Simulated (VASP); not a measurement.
# Ti (Fmmm) in VASP: further runs

The runs below take Ti through single point, with PBEsol.

Program: VASP 6.6.1. These are calculated values, not measurements. Logs are shortened: lines on timing, memory, paths and dates and some standing lists are left out, and cuts for length are marked.

### Step 1. The cell of the first run

The structure is orthorhombic, space group Fmmm (No. 69). The conventional cell has a = 3.049 Å, b = 4.373 Å, c = 4.706 Å, α = 90.00°, β = 90.00°, γ = 90.00°. Ti (site symmetry mmm) has 14 Ti at 2.67 to 3.21 Å within 3.5 Å.

### Step 2. Single point, PBEsol (engineering shear strain xy -0.0733, normal strain along z -0.0500)

INCAR

```
SYSTEM = Ti
PREC = Accurate
ENCUT = 520
EDIFF = 1E-6
ISMEAR = 0
SIGMA = 0.15
LREAL = .FALSE.
LASPH = .TRUE.
NELM = 80
ALGO = Fast
ISIF = 2
LWAVE = .FALSE.
LCHARG = .FALSE.
GGA = PS
NBANDS = 12
```

KPOINTS

```
regular mesh
0
G
  20 20 20
  0 0 0
```

POSCAR

```
Ti
1.0
   -1.6637718523      1.6637718523      1.5247028984
    1.6637718523     -1.6637718523      1.5247028984
    1.5461289865      1.5461289865     -1.5247028984
Ti
1
Direct
    0.0000000000      0.0000000000      0.0000000000
```

Potentials or basis: VASP PAW PBE potentials, release 64 (Ti_sv).

Run with:

```bash
> cat potpaw_PBE.64/Ti_sv/POTCAR > POTCAR
> mpirun -np 1 vasp_std > vasp.out
```

OUTCAR:

```text
SYSTEM = Ti
   PREC = Accurate
   ENCUT = 520
   EDIFF = 1E-6
   ISMEAR = 0
   LREAL = .FALSE.
   LASPH = .TRUE.
   NELM = 80
   ISIF = 2
   GGA = PS

 ion  position               nearest neighbor table
   1  0.000  0.000  0.000-

  LATTYP: Found a face centered orthorhombic cell.
 ALAT       =     3.0494057968
 B/A-ratio  =     1.4340869845
 C/A-ratio  =     1.5432047258

  Lattice vectors:

 A1 = (  -0.1176428658,   3.2099008388,   0.0000000000)
 A2 = (  -1.6637718523,   1.6637718523,   1.5247028984)
 A3 = (   1.5461289865,   1.5461289865,   1.5247028984)

Analysis of symmetry for initial positions (statically):
=====================================================================
 Subroutine PRICEL returns:
 Original cell was already a primitive cell.

 Routine SETGRP: Setting up the symmetry group for a
 face centered orthorhombic supercell.

 Subroutine GETGRP returns: Found  8 space group operations
 (whereof  8 operations were pure point group operations)
 out of a pool of  8 trial point group operations.

The static configuration has the point symmetry D_2h.

Analysis of symmetry for dynamics (positions and initial velocities):
=====================================================================
 Subroutine PRICEL returns:
 Original cell was already a primitive cell.

 Routine SETGRP: Setting up the symmetry group for a
 face centered orthorhombic supercell.

 Subroutine GETGRP returns: Found  8 space group operations
 (whereof  8 operations were pure point group operations)
 out of a pool of  8 trial point group operations.

The dynamic configuration has the point symmetry D_2h.

 Subroutine INISYM returns: Found  8 space group operations
 (whereof  8 operations are pure point group operations),
 and found     1 'primitive' translations

----------------------------------------------------------------------------------------

                                     Primitive cell

  volume of cell :      15.6886

  direct lattice vectors                    reciprocal lattice vectors
    -1.663771852  1.663771852  1.524702898     0.011433155  0.311955129  0.327932741
     1.663771852 -1.663771852  1.524702898     0.311955129  0.011433155  0.327932741
     1.546128987  1.546128987 -1.524702898     0.323388284  0.323388284  0.000000000

  length of vectors
     2.803746151  2.803746151  2.665661009     0.452754461  0.452754461  0.457340097

  position of ions in fractional coordinates (direct lattice)
     0.000000000  0.000000000  0.000000000

  ion indices of the primitive-cell ions
   primitive index   ion index
                 1           1

----------------------------------------------------------------------------------------

 KPOINTS: regular mesh

Automatic generation of k-mesh.
 Grid dimensions read from file:
 generate k-points for:   20   20   20

 Generating k-lattice:

  Cartesian coordinates                     Fractional coordinates (reciprocal lattice)
     0.000571658  0.015597756  0.016396637     0.050000000  0.000000000  0.000000000
     0.015597756  0.000571658  0.016396637     0.000000000  0.050000000  0.000000000
     0.016169414  0.016169414  0.000000000     0.000000000  0.000000000  0.050000000

  Length of vectors
     0.022637723  0.022637723  0.022867005

  Shift w.r.t. Gamma in fractional coordinates (k-lattice)
     0.000000000  0.000000000  0.000000000

 Subroutine IBZKPT returns following result:
 ===========================================

 Found   1166 irreducible k-points:

 Following reciprocal coordinates:
            Coordinates               Weight
  0.000000  0.000000  0.000000      1.000000
  0.050000 -0.000000  0.000000      8.000000
  0.100000 -0.000000  0.000000      8.000000
  0.150000 -0.000000  0.000000      8.000000
  0.200000 -0.000000  0.000000      8.000000
  0.250000 -0.000000  0.000000      8.000000
[... 16 lines left out ...]
 -0.400000  0.050000 -0.000000      8.000000
 -0.350000  0.050000  0.000000      8.000000
 [... further k-points ...]
   k-points           NKPTS =   1166   k-points in BZ     NKDIM =   1166   number of bands    NBANDS=     12
   number of dos      NEDOS =    301   number of ions     NIONS =      1
   total plane-waves  NPLWV =  11520
   dimension x,y,z NGX =    24 NGY =   24 NGZ =   20
   dimension x,y,z NGXF=    48 NGYF=   48 NGZF=   40
   ions per type =               1
   NGX,Y,Z   is equivalent  to a cutoff of  14.23, 14.23, 12.47 a.u.
   NGXF,Y,Z  is equivalent  to a cutoff of  28.46, 28.46, 24.95 a.u.
 SYSTEM =  Ti
   PREC   = accura    normal or accurate (medium, high low for compatibility)
   ISTART =      0    job   : 0-new  1-cont  2-samecut
   ICHARG =      2    charge: 1-file 2-atom 10-const
   ISPIN  =      1    spin polarized calculation?
   LNONCOLLINEAR =      F non collinear calculations
   LSORBIT =      F    spin-orbit coupling
   LASPH  =      T    aspherical Exc in radial PAW
   ENCUT  =  520.0 eV  38.22 Ry    6.18 a.u.   5.21  5.21  4.96*2*pi/ulx,y,z
   NELM   =     80;   NELMIN=  2; NELMDL= -5     # of ELM steps
   EDIFF  = 0.1E-05   stopping-criterion for ELM
   LREAL  =      F    real-space projection
   EDIFFG = 0.1E-04   stopping-criterion for IOM
   NSW    =      0    number of steps for IOM
   IBRION =     -1    ionic relax: 0-MD 1-quasi-New 2-CG
   NFREE  =      0    steps in history (QN), initial steepest desc. (CG)
   ISIF   =      2    stress and relaxation
   ISYM   =      2    0-nonsym 1-usesym 2-fastsym
   POTIM  = 0.5000    time-step for ionic-motion
   TEBEG  =    0.0;   TEEND  =   0.0 temperature during run
   PSTRESS=    0.0 pullay stress
   NELECT =      12.0000    total number of electrons
   NUPDOWN=      -1.0000    fix difference up-down
   EMIN   =  10.00;   EMAX   =-10.00  energy-range for DOS
   EFERMI =   0.00;   METHOD = LEGACY
   ISMEAR =     0;   SIGMA  =   0.15  broadening in eV -4-tet -1-fermi 0-gaus
   EFERMI_NEDOS =   21; number of points for ismear=-14 and -15
   IALGO  =     68    algorithm
   IMIX   =      4    mixing-type and parameters
     AMIX     =   0.40;   BMIX     =  1.00
     AMIX_MAG =   1.60;   BMIX_MAG =  1.00
  volume/ion in A,a.u.               =      15.69       105.87
  Fermi-wavevector in a.u.,A,eV,Ry     =   1.497179  2.829258 30.498063  2.241544
  Thomas-Fermi vector in A             =   2.609100
   LORBIT       =      0    0 simple, 1 ext, 2 COOP (PROOUT), +10 PAW based schemes
   GGA     = PS    functional components
   LHFCALC =     F    Hartree Fock is set to
   AEXX    =    0.0000 exact exchange contribution
   IVDW    =     0    specifies the selected vdW correction
   LEPSILON=     F    determine dielectric tensor
   LRPA    =     F    only Hartree local field effects (RPA)
 non-spin polarized calculation
 RMM-DIIS sequential band-by-band and
 Gauss-broadening in eV      SIGMA  =   0.15
  energy-cutoff  :      520.00
  volume of cell :       15.69
 maximum number of plane-waves:       444
 NGX is ok and might be reduce to    24
   NGX = 11   NGY = 11   NGZ =  9

 number of electron      12.0000000 magnetization

 Free energy of the ion-electron system (eV)
  ---------------------------------------------------
  ext. energy  EPLUGINS =         0.00000000
  ---------------------------------------------------
  free energy    TOTEN  =        -8.22344220 eV

  energy without entropy =       -8.20116640  energy(sigma->0) =       -8.21230430

 E-fermi :   9.0543     XC(G=0): -12.1226

 val. band max:        9.0536102776   @ k =   0.2000   0.0500   0.0500
 cond. band min:       9.0557234087   @ k =   0.4500   0.4000   0.0000
 fundamental gap:      0.0021131311
 Fermi energy:         9.0543176967

 k-point     1 :       0.0000    0.0000    0.0000
  band No.  band energies     occupation
      1     -47.0620      2.00000
      2     -22.9403      2.00000
      3     -22.8600      2.00000
      4     -22.7841      2.00000
      5       2.9030      2.00000
      6       9.7535      0.00000
      7       9.8683      0.00000
      8      10.6723      0.00000
      9      11.9559      0.00000
     10      12.3823      0.00000
     11      26.0727      0.00000
     12      27.6536      0.00000

 k-point     2 :       0.0500   -0.0000    0.0000
  band No.  band energies     occupation
      1     -47.0570      2.00000
      2     -22.9484      2.00000
      3     -22.8743      2.00000
      4     -22.7948      2.00000
      5       2.9999      2.00000
      6       9.7587      0.00000
      7       9.8863      0.00000
      8      10.6580      0.00000
      9      11.9485      0.00000
     10      12.3370      0.00000
     11      26.1369      0.00000
     12      27.6758      0.00000

 k-point     3 :       0.1000   -0.0000    0.0000
  band No.  band energies     occupation
      1     -47.0423      2.00000
      2     -22.9826      2.00000
      3     -22.9158      2.00000
      4     -22.8141      2.00000
      5       3.2841      2.00000
      6       9.6908      0.00000
      7       9.9806      0.00000
      8      10.6460      0.00000
      9      11.9251      0.00000
     10      12.2417      0.00000
     11      26.2642      0.00000
     12      27.4225      0.00000
[... 286 lines left out ...]
 k-point    23 :      -0.4000    0.0500   -0.0000
  band No.  band energies     occupation
      1     -46.8849      2.00000
      2     -23.6677      2.00000
      3     -23.1448      2.00000
      4     -22.8672      2.00000
      5       6.1886      2.00000
      6       8.5664      2.00000
      7       9.7532      0.00000
      8      12.1929      0.00000
      9      12.5187      0.00000
     10      13.2092      0.00000
     11      20.9825      0.00000
     12      23.4545      0.00000

 k-point    24 :      -0.3500    0.0500    0.0000
  band No.  band energies     occupation
      1     -46.9124      2.00000
      2     -23.5472      2.00000
      3     -23.1105      2.00000
      4     -22.8619      2.00000
      5       5.8429      2.00000
      6       8.7485      1.99607
      7       9.4810      0.00006
      8      12.1059      0.00000
      9      12.3747      0.00000
     10      12.6714      0.00000
     11      22.2959      0.00000
     12      24.0782      0.00000

 [... further k-points ...]

------------------------ aborting loop because EDIFF is reached ----------------------------------------

  FORCE on cell =-STRESS in cart. coord.  units (eV):
  Direction    XX          YY          ZZ          XY          YZ          ZX
  --------------------------------------------------------------------------------------
  -------------------------------------------------------------------------------------
  Total        0.6386030      0.6386030      0.5061011      0.2799395     -0.0000000     -0.0000000
  in kB       65.2163998     65.2163998     51.6848357     28.5884146     -0.0000000     -0.0000000
  external PRESSURE =      60.7058784 kB  Pullay stress =       0.0000000 kB

 VOLUME and BASIS-vectors are now :
 -----------------------------------------------------------------------------
  energy-cutoff  :      520.00
  volume of cell :       15.69
      direct lattice vectors                 reciprocal lattice vectors
    -1.663771852  1.663771852  1.524702898     0.011433155  0.311955129  0.327932741
     1.663771852 -1.663771852  1.524702898     0.311955129  0.011433155  0.327932741
     1.546128987  1.546128987 -1.524702898     0.323388284  0.323388284  0.000000000

 POSITION                                       TOTAL-FORCE (eV/Angst)
 -----------------------------------------------------------------------------------
      0.00000      0.00000      0.00000         0.000000     -0.000000      0.000000
 -----------------------------------------------------------------------------------
    total drift:                                0.000000      0.000000      0.000000

  FREE ENERGIE OF THE ION-ELECTRON SYSTEM (eV)
  ---------------------------------------------------
  free  energy   TOTEN  =        -8.2234422024 eV

  energy  without entropy=       -8.2011664019  energy(sigma->0) =       -8.21230430
```

Wall time 1.9 min (1 thread of Intel Xeon 6975P-C (Granite Rapids), shared host); peak memory 0.32 GiB.

What came out:

```yaml
Free_energy: -8.2234 eV
Pressure: 6.1 GPa
Band_gap_on_the_k_mesh: zero (band 6 reaches 10.01 eV, above the bottom of band 7 at 8.40 eV)
```

Caveat: the cell differs from its parent crystal (engineering shear strain xy -0.0733, normal strain along z -0.0500); the PAW data sets were made with another functional, which shifts forces and pressure a little.

### Step 3. Single point, PBEsol (engineering shear strain xy -0.2200, normal strain along z +0.0000)

INCAR

```
PREC = Accurate
ENCUT = 520
EDIFF = 1E-6
ISMEAR = 0
SIGMA = 0.15
LREAL = False
LASPH = True
NELM = 100
ALGO = Fast
ISIF = 2
LWAVE = False
LCHARG = False
GGA = PS
NBANDS = 12
```

KPOINTS

```
regular mesh
0
Gamma
  20 20 20
```

POSCAR

```
Ti
1.0
   -1.7814949655      1.7814949655      1.6049504194
    1.7814949655     -1.7814949655      1.6049504194
    1.4284058733      1.4284058733     -1.6049504194
Ti
1
Direct
    0.0000000000      0.0000000000      0.0000000000
```

Potentials or basis: VASP PAW PBE potentials, release 64 (Ti_sv).

Run with:

```bash
> cat potpaw_PBE.64/Ti_sv/POTCAR > POTCAR
> mpirun -np 1 vasp_std > vasp.out
```

OUTCAR:

```text
PREC = Accurate
   ENCUT = 520
   EDIFF = 1E-6
   ISMEAR = 0
   LREAL = False
   LASPH = True
   NELM = 100
   ISIF = 2
   GGA = PS

 ion  position               nearest neighbor table
   1  0.000  0.000  0.000-

  LATTYP: Found a face centered orthorhombic cell.
 ALAT       =     3.2099008388
 B/A-ratio  =     1.2586500705
 C/A-ratio  =     1.5697770542

  Lattice vectors:

 A1 = (  -0.3530890922,   3.2099008388,   0.0000000000)
 A2 = (  -1.7814949655,   1.7814949655,   1.6049504194)
 A3 = (   1.4284058733,   1.4284058733,   1.6049504194)

Analysis of symmetry for initial positions (statically):
=====================================================================
 Subroutine PRICEL returns:
 Original cell was already a primitive cell.

 Routine SETGRP: Setting up the symmetry group for a
 face centered orthorhombic supercell.

 Subroutine GETGRP returns: Found  8 space group operations
 (whereof  8 operations were pure point group operations)
 out of a pool of  8 trial point group operations.

The static configuration has the point symmetry D_2h.

[... 168 lines left out ...]
      1     -47.5848      2.00000
      2     -23.5946      2.00000
      3     -23.3621      2.00000
      4     -23.2225      2.00000
      5       2.5744      2.00000
      6       8.4560      1.70191
      7       8.9994      0.00004
      8      10.7710      0.00000
      9      11.7285      0.00000
     10      12.2827      0.00000
     11      23.9532      0.00000
     12      26.8268      0.00000
[... 331 lines left out ...]
 k-point    24 :      -0.3500    0.0500   -0.0000
  band No.  band energies     occupation
      1     -47.4415      2.00000
      2     -24.0659      2.00000
      3     -23.6853      2.00000
      4     -23.2863      2.00000
      5       5.4153      2.00000
      6       8.2555      1.99663
      7       9.0315      0.00001
      8      11.6014      0.00000
      9      11.6342      0.00000
     10      12.2122      0.00000
     11      21.2106      0.00000
     12      22.3468      0.00000

 [... further k-points ...]

------------------------ aborting loop because EDIFF is reached ----------------------------------------

  FORCE on cell =-STRESS in cart. coord.  units (eV):
  Direction    XX          YY          ZZ          XY          YZ          ZX
  --------------------------------------------------------------------------------------
  -------------------------------------------------------------------------------------
  Total       -0.0811086     -0.0811086      0.2619755      0.5842011      0.0000000      0.0000000
  in kB       -7.9546282     -7.9546282     25.6929205     57.2947833      0.0000000      0.0000000
  external PRESSURE =       3.2612214 kB  Pullay stress =       0.0000000 kB

 VOLUME and BASIS-vectors are now :
 -----------------------------------------------------------------------------
  energy-cutoff  :      520.00
  volume of cell :       16.34
      direct lattice vectors                 reciprocal lattice vectors
    -1.781494966  1.781494966  1.604950419     0.034688705  0.315351861  0.311536104
     1.781494966 -1.781494966  1.604950419     0.315351861  0.034688705  0.311536104
     1.428405873  1.428405873 -1.604950419     0.350040566  0.350040566  0.000000000

 POSITION                                       TOTAL-FORCE (eV/Angst)
 -----------------------------------------------------------------------------------
      0.00000      0.00000      0.00000         0.000000      0.000000     -0.000000
 -----------------------------------------------------------------------------------
    total drift:                               -0.000000      0.000000      0.000000

  FREE ENERGIE OF THE ION-ELECTRON SYSTEM (eV)
  ---------------------------------------------------
  free  energy   TOTEN  =        -8.1719810246 eV

  energy  without entropy=       -8.1509400080  energy(sigma->0) =       -8.16146052
```

OSZICAR:

```text
N       E                     dE             d eps       ncg     rms          rms(c)
DAV:   1     0.862055668584E+02    0.86206E+02   -0.65456E+03 28080   0.122E+03
DAV:   2    -0.487212742546E+01   -0.91078E+02   -0.88535E+02 28632   0.298E+02
DAV:   3    -0.901159690314E+01   -0.41395E+01   -0.40844E+01 37848   0.648E+01
[... 12 lines left out ...]
RMM:  16    -0.817197235817E+01   -0.71486E-05   -0.73714E-05 36739   0.435E-02    0.263E-02
RMM:  17    -0.817197629799E+01   -0.39398E-05   -0.35027E-05 32572   0.302E-02    0.250E-02
RMM:  18    -0.817197864826E+01   -0.23503E-05   -0.20218E-05 31199   0.244E-02    0.206E-02
RMM:  19    -0.817198050036E+01   -0.18521E-05   -0.14598E-05 30984   0.253E-02    0.106E-02
RMM:  20    -0.817198102456E+01   -0.52419E-06   -0.65424E-06 26783   0.171E-02
   1 F= -.81719810E+01 E0= -.81614605E+01  d E =-.210410E-01
```

Run time: 1.9 min. Hardware: 1 thread of Intel Xeon 6975P-C (Granite Rapids), shared host; peak memory 0.32 GiB.

What came out:

* Free energy: -8.1720 eV
* Pressure: 0.3 GPa
* Band gap on the k mesh: zero (band 6 reaches 9.81 eV, above the bottom of band 7 at 7.89 eV)

Stress tensor (GPa, compression positive):
```
-0.80  5.73  0.00
 5.73 -0.80  0.00
 0.00  0.00  2.57
```

Caveat: the cell differs from its parent crystal (engineering shear strain xy -0.2200, normal strain along z +0.0000); the PAW data sets were made with another functional, which shifts forces and pressure a little.

(Continued in part 2 of 2.)
